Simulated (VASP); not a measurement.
# Ti (Fd-3m) in VASP: a series of runs

Ti is run at these levels: PBE; tasks: single point.

Program: VASP 6.6.1. These are calculated values, not measurements. Logs are shortened: lines on timing, memory, paths and dates and some standing lists are left out, and cuts for length are marked.

### Step 1. The cell of the first run

The structure is cubic, space group Fd-3m (No. 227). The conventional cell has a = 4.372 Å, b = 4.372 Å, c = 4.372 Å, α = 90.00°, β = 90.00°, γ = 90.00°. Within 2.5 Å of Ti (site symmetry -43m) lie 4 Ti at 1.89 Å.

### Step 2. Single point, PBE

Contents of INCAR:

```
SYSTEM = Ti
PREC = Accurate
ENCUT = 520
EDIFF = 1E-6
ISMEAR = -1
SIGMA = 0.1
LREAL = .FALSE.
LASPH = .TRUE.
NELM = 60
ALGO = Normal
ISIF = 2
LWAVE = .FALSE.
LCHARG = .FALSE.
GGA = PE
NBANDS = 19
```

Contents of KPOINTS:

```
Automatic mesh
0
G
  14 14 14
  0 0 0
```

Contents of POSCAR:

```
Ti
1.0
    0.0000000000      2.1858053708      2.1858053708
    2.1858053708      0.0000000000      2.1858053708
    2.1858053708      2.1858053708      0.0000000000
Ti
2
Direct
   -0.1250000000     -0.1250000000     -0.1250000000
    0.1250000000      0.1250000000      0.1250000000
```

Potentials or basis: VASP PAW PBE potentials, release 64 (Ti_sv).

The run is started by

```
cat potpaw_PBE.64/Ti_sv/POTCAR > POTCAR
mpirun -np 1 vasp_std > vasp.out
```

OUTCAR:

```text
SYSTEM = Ti
   PREC = Accurate
   ENCUT = 520
   EDIFF = 1E-6
   ISMEAR = -1
   LREAL = .FALSE.
   LASPH = .TRUE.
   NELM = 60
   ISIF = 2
   GGA = PE

 ion  position               nearest neighbor table
   1  0.875  0.875  0.875-   2 1.89   2 1.89   2 1.89   2 1.89
   2  0.125  0.125  0.125-   1 1.89   1 1.89   1 1.89   1 1.89

  LATTYP: Found a face centered cubic cell.
 ALAT       =     4.3716107416

  Lattice vectors:

 A1 = (   0.0000000000,   2.1858053708,   2.1858053708)
 A2 = (   2.1858053708,   0.0000000000,   2.1858053708)
 A3 = (   2.1858053708,   2.1858053708,   0.0000000000)

Analysis of symmetry for initial positions (statically):
=====================================================================
 Subroutine PRICEL returns:
 Original cell was already a primitive cell.

 Routine SETGRP: Setting up the symmetry group for a
 face centered cubic supercell.

 Subroutine GETGRP returns: Found 48 space group operations
 (whereof 12 operations were pure point group operations)
 out of a pool of 48 trial point group operations.

The static configuration has the point symmetry D_3d.
 The point group associated with its full space group is O_h .

Analysis of symmetry for dynamics (positions and initial velocities):
=====================================================================
 Subroutine PRICEL returns:
 Original cell was already a primitive cell.

 Routine SETGRP: Setting up the symmetry group for a
 face centered cubic supercell.

 Subroutine GETGRP returns: Found 48 space group operations
 (whereof 12 operations were pure point group operations)
 out of a pool of 48 trial point group operations.

The dynamic configuration has the point symmetry D_3d.
 The point group associated with its full space group is O_h .

 Subroutine INISYM returns: Found 48 space group operations
 (whereof 12 operations are pure point group operations),
 and found     1 'primitive' translations

----------------------------------------------------------------------------------------

                                     Primitive cell

  volume of cell :      20.8864

  direct lattice vectors                    reciprocal lattice vectors
     0.000000000  2.185805371  2.185805371    -0.228748637  0.228748637  0.228748637
     2.185805371  0.000000000  2.185805371     0.228748637 -0.228748637  0.228748637
     2.185805371  2.185805371  0.000000000     0.228748637  0.228748637 -0.228748637

  length of vectors
     3.091195600  3.091195600  3.091195600     0.396204262  0.396204262  0.396204262

  position of ions in fractional coordinates (direct lattice)
     0.875000000  0.875000000  0.875000000
     0.125000000  0.125000000  0.125000000

  ion indices of the primitive-cell ions
   primitive index   ion index
                 1           1
                 2           2

----------------------------------------------------------------------------------------

 KPOINTS: Automatic mesh

Automatic generation of k-mesh.
 Grid dimensions read from file:
 generate k-points for:   14   14   14

 Generating k-lattice:

  Cartesian coordinates                     Fractional coordinates (reciprocal lattice)
    -0.016339188  0.016339188  0.016339188     0.071428571  0.000000000  0.000000000
     0.016339188 -0.016339188  0.016339188     0.000000000  0.071428571  0.000000000
     0.016339188  0.016339188 -0.016339188     0.000000000  0.000000000  0.071428571

  Length of vectors
     0.028300304  0.028300304  0.028300304

  Shift w.r.t. Gamma in fractional coordinates (k-lattice)
     0.000000000  0.000000000  0.000000000

 Subroutine IBZKPT returns following result:
 ===========================================

 Found    104 irreducible k-points:

 Following reciprocal coordinates:
            Coordinates               Weight
  0.000000  0.000000  0.000000      1.000000
  0.071429  0.000000  0.000000      8.000000
  0.142857  0.000000  0.000000      8.000000
  0.214286  0.000000  0.000000      8.000000
  0.285714  0.000000  0.000000      8.000000
  0.357143  0.000000  0.000000      8.000000
[... 16 lines left out ...]
  0.214286  0.142857  0.000000     24.000000
  0.285714  0.142857  0.000000     24.000000
 [... further k-points ...]
   k-points           NKPTS =    104   k-points in BZ     NKDIM =    104   number of bands    NBANDS=     19
   number of dos      NEDOS =    301   number of ions     NIONS =      2
   total plane-waves  NPLWV =  13824
   dimension x,y,z NGX =    24 NGY =   24 NGZ =   24
   dimension x,y,z NGXF=    48 NGYF=   48 NGZF=   48
   ions per type =               2
   NGX,Y,Z   is equivalent  to a cutoff of  12.91, 12.91, 12.91 a.u.
   NGXF,Y,Z  is equivalent  to a cutoff of  25.81, 25.81, 25.81 a.u.
 SYSTEM =  Ti
   PREC   = accura    normal or accurate (medium, high low for compatibility)
   ISTART =      0    job   : 0-new  1-cont  2-samecut
   ICHARG =      2    charge: 1-file 2-atom 10-const
   ISPIN  =      1    spin polarized calculation?
   LNONCOLLINEAR =      F non collinear calculations
   LSORBIT =      F    spin-orbit coupling
   LASPH  =      T    aspherical Exc in radial PAW
   ENCUT  =  520.0 eV  38.22 Ry    6.18 a.u.   5.75  5.75  5.75*2*pi/ulx,y,z
   NELM   =     60;   NELMIN=  2; NELMDL= -5     # of ELM steps
   EDIFF  = 0.1E-05   stopping-criterion for ELM
   LREAL  =      F    real-space projection
   EDIFFG = 0.1E-04   stopping-criterion for IOM
   NSW    =      0    number of steps for IOM
   IBRION =     -1    ionic relax: 0-MD 1-quasi-New 2-CG
   NFREE  =      0    steps in history (QN), initial steepest desc. (CG)
   ISIF   =      2    stress and relaxation
   ISYM   =      2    0-nonsym 1-usesym 2-fastsym
   POTIM  = 0.5000    time-step for ionic-motion
   TEBEG  =    0.0;   TEEND  =   0.0 temperature during run
   PSTRESS=    0.0 pullay stress
   NELECT =      24.0000    total number of electrons
   NUPDOWN=      -1.0000    fix difference up-down
   EMIN   =  10.00;   EMAX   =-10.00  energy-range for DOS
   EFERMI =   0.00;   METHOD = LEGACY
   ISMEAR =    -1;   SIGMA  =   0.10  broadening in eV -4-tet -1-fermi 0-gaus
   EFERMI_NEDOS =   21; number of points for ismear=-14 and -15
   IALGO  =     38    algorithm
   IMIX   =      4    mixing-type and parameters
     AMIX     =   0.40;   BMIX     =  1.00
     AMIX_MAG =   1.60;   BMIX_MAG =  1.00
  volume/ion in A,a.u.               =      10.44        70.47
  Fermi-wavevector in a.u.,A,eV,Ry     =   1.714709  3.240330 40.004216  2.940227
  Thomas-Fermi vector in A             =   2.792217
   LORBIT       =      0    0 simple, 1 ext, 2 COOP (PROOUT), +10 PAW based schemes
   GGA     = PE    functional components
[... 5 lines left out ...]
 non-spin polarized calculation
  energy-cutoff  :      520.00
  volume of cell :       20.89
 maximum number of plane-waves:       588
   NGX = 11   NGY = 11   NGZ = 11

 number of electron      23.9999989 magnetization

 Free energy of the ion-electron system (eV)
  ---------------------------------------------------
  ext. energy  EPLUGINS =         0.00000000
  ---------------------------------------------------
  free energy    TOTEN  =        -6.07898762 eV

  energy without entropy =       -6.00093538  energy(sigma->0) =       -6.03996150

 E-fermi :  15.0711     XC(G=0): -13.7960

 val. band max:       15.0578062401   @ k =  -0.4286   0.3571   0.1429
 cond. band min:      15.0806146356   @ k =  -0.1429   0.2143   0.0714
 fundamental gap:      0.0228083955
 Fermi energy:        15.0711340679

 k-point     1 :       0.0000    0.0000    0.0000
  band No.  band energies     occupation
      1     -43.5298      2.00000
      2     -38.7690      2.00000
      3     -19.6783      2.00000
      4     -19.6783      2.00000
      5     -19.6783      2.00000
      6     -16.0232      2.00000
[... 11 lines left out ...]
     18      23.2617      0.00000
     19      23.2617      0.00000

 k-point     2 :       0.0714    0.0000    0.0000
  band No.  band energies     occupation
      1     -43.4925      2.00000
      2     -38.8252      2.00000
      3     -19.7136      2.00000
      4     -19.7136      2.00000
      5     -19.6846      2.00000
      6     -15.9937      2.00000
[... 11 lines left out ...]
     18      23.2525      0.00000
     19      23.2525      0.00000

 k-point     3 :       0.1429    0.0000    0.0000
  band No.  band energies     occupation
      1     -43.3834      2.00000
      2     -38.9869      2.00000
      3     -19.8081      2.00000
      4     -19.8081      2.00000
      5     -19.7062      2.00000
      6     -15.9045      2.00000
[... 11 lines left out ...]
     18      23.2177      0.00000
     19      23.2177      0.00000

 k-point     4 :       0.2143    0.0000    0.0000
  band No.  band energies     occupation
      1     -43.2112      2.00000
      2     -39.2340      2.00000
      3     -19.9353      2.00000
      4     -19.9353      2.00000
      5     -19.7477      2.00000
      6     -15.7600      2.00000
[... 11 lines left out ...]
     18      23.1388      0.00000
     19      23.1388      0.00000

 k-point     5 :       0.2857    0.0000    0.0000
  band No.  band energies     occupation
      1     -42.9934      2.00000
      2     -39.5337      2.00000
      3     -20.0658      2.00000
      4     -20.0658      2.00000
      5     -19.8056      2.00000
      6     -15.5800      2.00000
[... 11 lines left out ...]
     18      22.9929      0.00000
     19      22.9929      0.00000
[... 334 lines left out ...]
      2     -38.9167      2.00000
      3     -19.8423      2.00000
      4     -19.7366      2.00000
      5     -19.6501      2.00000
      6     -15.9932      2.00000
[... 11 lines left out ...]
     18      23.0462      0.00000
     19      23.4008      0.00000

 k-point    22 :       0.1429    0.1429    0.0000
  band No.  band energies     occupation
      1     -43.3318      2.00000
      2     -39.0618      2.00000
      3     -19.9723      2.00000
      4     -19.9723      2.00000
      5     -19.4209      2.00000
      6     -16.2082      2.00000
[... 11 lines left out ...]
     18      22.5167      0.00000
     19      23.6384      0.00000

 k-point    23 :       0.2143    0.1429    0.0000
  band No.  band energies     occupation
      1     -43.2006      2.00000
      2     -39.2487      2.00000
      3     -20.1152      2.00000
      4     -20.1054      2.00000
      5     -19.3175      2.00000
      6     -16.2556      2.00000
[... 11 lines left out ...]
     18      22.1739      0.00000
     19      23.6811      0.00000

 k-point    24 :       0.2857    0.1429    0.0000
  band No.  band energies     occupation
      1     -43.0111      2.00000
      2     -39.5094      2.00000
      3     -20.2883      2.00000
      4     -20.2342      2.00000
      5     -19.2481      2.00000
      6     -16.2282      2.00000
[... 11 lines left out ...]
     18      21.8809      0.00000
     19      23.6172      0.00000

 [... further k-points ...]
[... 5 lines left out ...]
  --------------------------------------------------------------------------------------
  -------------------------------------------------------------------------------------
  Total       19.0072126     19.0072126     19.0072126     -0.0000000      0.0000000      0.0000000
  in kB     1458.0235983   1458.0235983   1458.0235983     -0.0000000      0.0000000      0.0000000
  external PRESSURE =    1458.0235983 kB  Pullay stress =       0.0000000 kB

 VOLUME and BASIS-vectors are now :
 -----------------------------------------------------------------------------
  energy-cutoff  :      520.00
  volume of cell :       20.89
      direct lattice vectors                 reciprocal lattice vectors
     0.000000000  2.185805371  2.185805371    -0.228748637  0.228748637  0.228748637
     2.185805371  0.000000000  2.185805371     0.228748637 -0.228748637  0.228748637
     2.185805371  2.185805371  0.000000000     0.228748637  0.228748637 -0.228748637

 POSITION                                       TOTAL-FORCE (eV/Angst)
 -----------------------------------------------------------------------------------
      3.82516      3.82516      3.82516         0.000000      0.000000      0.000000
      0.54645      0.54645      0.54645        -0.000000     -0.000000     -0.000000
 -----------------------------------------------------------------------------------
    total drift:                                0.000000      0.000000      0.000000

  FREE ENERGIE OF THE ION-ELECTRON SYSTEM (eV)
  ---------------------------------------------------
  free  energy   TOTEN  =        -6.0789876228 eV

  energy  without entropy=       -6.0009353833  energy(sigma->0) =       -6.03996150
```

It took 16 s on 1 thread of Intel Xeon 6975P-C (Granite Rapids), shared host; peak memory 0.16 GiB.

What came out:

| Quantity | Value |
| --- | --- |
| Free energy | -6.0790 eV |
| Pressure | 145.8 GPa |
| Band gap on the k mesh | zero (band 12 reaches 16.54 eV, above the bottom of band 13 at 13.81 eV) |

### Step 3. Single point, PBE

Contents of INCAR:

```
SYSTEM = Ti
  PREC = Accurate
  ENCUT = 520
  EDIFF = 1E-6
  ISMEAR = -1
  SIGMA = 0.1
  LREAL = .False.
  LASPH = .True.
  NELM = 80
  ALGO = Normal
  ISIF = 2
  LWAVE = .False.
  LCHARG = .True.
  GGA = PE
  LELF = .True.
  LVHAR = .True.
  NBANDS = 19
```

Contents of KPOINTS:

```
regular mesh
0
Gamma
  14 14 14
  0 0 0
```

Contents of POSCAR:

```
Ti
1.0
    0.0000000000      2.1867740720      2.1867740720
    2.1867740720      0.0000000000      2.1867740720
    2.1867740720      2.1867740720      0.0000000000
Ti
2
Direct
   -0.1250000000     -0.1250000000     -0.1250000000
    0.1250000000      0.1250000000      0.1250000000
```

Potentials or basis: VASP PAW PBE potentials, release 64 (Ti_sv).

The run is started by

```
cat potpaw_PBE.64/Ti_sv/POTCAR > POTCAR
mpirun -np 1 vasp_std > vasp.out
```

OUTCAR:

```text
SYSTEM = Ti
   PREC = Accurate
   ENCUT = 520
   EDIFF = 1E-6
   ISMEAR = -1
   LREAL = .False.
   LASPH = .True.
   NELM = 80
   ISIF = 2
   GGA = PE

 ion  position               nearest neighbor table
   1  0.875  0.875  0.875-   2 1.89   2 1.89   2 1.89   2 1.89
   2  0.125  0.125  0.125-   1 1.89   1 1.89   1 1.89   1 1.89

  LATTYP: Found a face centered cubic cell.
 ALAT       =     4.3735481440

  Lattice vectors:

 A1 = (   0.0000000000,   2.1867740720,   2.1867740720)
 A2 = (   2.1867740720,   0.0000000000,   2.1867740720)
 A3 = (   2.1867740720,   2.1867740720,   0.0000000000)

Analysis of symmetry for initial positions (statically):
=====================================================================
 Subroutine PRICEL returns:
 Original cell was already a primitive cell.

 Routine SETGRP: Setting up the symmetry group for a
 face centered cubic supercell.

 Subroutine GETGRP returns: Found 48 space group operations
 (whereof 12 operations were pure point group operations)
 out of a pool of 48 trial point group operations.

The static configuration has the point symmetry D_3d.
 The point group associated with its full space group is O_h .

Analysis of symmetry for dynamics (positions and initial velocities):
=====================================================================
 Subroutine PRICEL returns:
 Original cell was already a primitive cell.

 Routine SETGRP: Setting up the symmetry group for a
 face centered cubic supercell.

 Subroutine GETGRP returns: Found 48 space group operations
 (whereof 12 operations were pure point group operations)
 out of a pool of 48 trial point group operations.

The dynamic configuration has the point symmetry D_3d.
 The point group associated with its full space group is O_h .

 Subroutine INISYM returns: Found 48 space group operations
 (whereof 12 operations are pure point group operations),
 and found     1 'primitive' translations

[... 100 lines left out ...]
   ISIF   =      2    stress and relaxation
   ISYM   =      2    0-nonsym 1-usesym 2-fastsym
   POTIM  = 0.5000    time-step for ionic-motion
   TEBEG  =    0.0;   TEEND  =   0.0 temperature during run
   PSTRESS=    0.0 pullay stress
   NELECT =      24.0000    total number of electrons
   NUPDOWN=      -1.0000    fix difference up-down
   EMIN   =  10.00;   EMAX   =-10.00  energy-range for DOS
   EFERMI =   0.00;   METHOD = LEGACY
   ISMEAR =    -1;   SIGMA  =   0.10  broadening in eV -4-tet -1-fermi 0-gaus
   EFERMI_NEDOS =   21; number of points for ismear=-14 and -15
   IALGO  =     38    algorithm
   IMIX   =      4    mixing-type and parameters
     AMIX     =   0.40;   BMIX     =  1.00
     AMIX_MAG =   1.60;   BMIX_MAG =  1.00
  volume/ion in A,a.u.               =      10.46        70.57
  Fermi-wavevector in a.u.,A,eV,Ry     =   1.713949  3.238895 39.968781  2.937623
  Thomas-Fermi vector in A             =   2.791598
   LORBIT       =      0    0 simple, 1 ext, 2 COOP (PROOUT), +10 PAW based schemes
   GGA     = PE    functional components
[... 5 lines left out ...]
 non-spin polarized calculation
  energy-cutoff  :      520.00
  volume of cell :       20.91
 maximum number of plane-waves:       588
   NGX = 11   NGY = 11   NGZ = 11

 number of electron      23.9999989 magnetization

 Free energy of the ion-electron system (eV)
  ---------------------------------------------------
  ext. energy  EPLUGINS =         0.00000000
  ---------------------------------------------------
  free energy    TOTEN  =        -6.10420970 eV

  energy without entropy =       -6.02600381  energy(sigma->0) =       -6.06510676

 E-fermi :  15.0497     XC(G=0): -13.7884

 val. band max:       15.0375822248   @ k =  -0.4286   0.3571   0.1429
 cond. band min:      15.0591669179   @ k =  -0.1429   0.2143   0.0714
 fundamental gap:      0.0215846932
 Fermi energy:        15.0497454574

 k-point     1 :       0.0000    0.0000    0.0000
  band No.  band energies     occupation
      1     -43.5426      2.00000
      2     -38.7970      2.00000
      3     -19.6938      2.00000
      4     -19.6938      2.00000
      5     -19.6938      2.00000
      6     -16.0464      2.00000
[... 505 lines left out ...]
      6     -16.2515      2.00000
[... 11 lines left out ...]
     18      21.8517      0.00000
     19      23.5849      0.00000

 [... further k-points ...]
[... 5 lines left out ...]
  --------------------------------------------------------------------------------------
  -------------------------------------------------------------------------------------
  Total       18.9252135     18.9252135     18.9252135      0.0000000      0.0000000      0.0000000
  in kB     1449.8051138   1449.8051138   1449.8051138      0.0000000      0.0000000      0.0000000
  external PRESSURE =    1449.8051138 kB  Pullay stress =       0.0000000 kB

 VOLUME and BASIS-vectors are now :
 -----------------------------------------------------------------------------
  energy-cutoff  :      520.00
  volume of cell :       20.91
      direct lattice vectors                 reciprocal lattice vectors
     0.000000000  2.186774072  2.186774072    -0.228647306  0.228647306  0.228647306
     2.186774072  0.000000000  2.186774072     0.228647306 -0.228647306  0.228647306
     2.186774072  2.186774072  0.000000000     0.228647306  0.228647306 -0.228647306

 POSITION                                       TOTAL-FORCE (eV/Angst)
 -----------------------------------------------------------------------------------
      3.82685      3.82685      3.82685        -0.000000     -0.000000     -0.000000
      0.54669      0.54669      0.54669         0.000000      0.000000      0.000000
 -----------------------------------------------------------------------------------
    total drift:                                0.000000      0.000000      0.000000

  FREE ENERGIE OF THE ION-ELECTRON SYSTEM (eV)
  ---------------------------------------------------
  free  energy   TOTEN  =        -6.1042097031 eV

  energy  without entropy=       -6.0260038080  energy(sigma->0) =       -6.06510676
```

Run time: 16 s. Hardware: 1 thread of Intel Xeon 6975P-C (Granite Rapids), shared host; peak memory 0.16 GiB.

Results:

| Quantity | Value |
| --- | --- |
| Free energy | -6.1042 eV |
| Pressure | 145.0 GPa |
| Band gap on the k mesh | zero (band 12 reaches 16.52 eV, above the bottom of band 13 at 13.79 eV) |
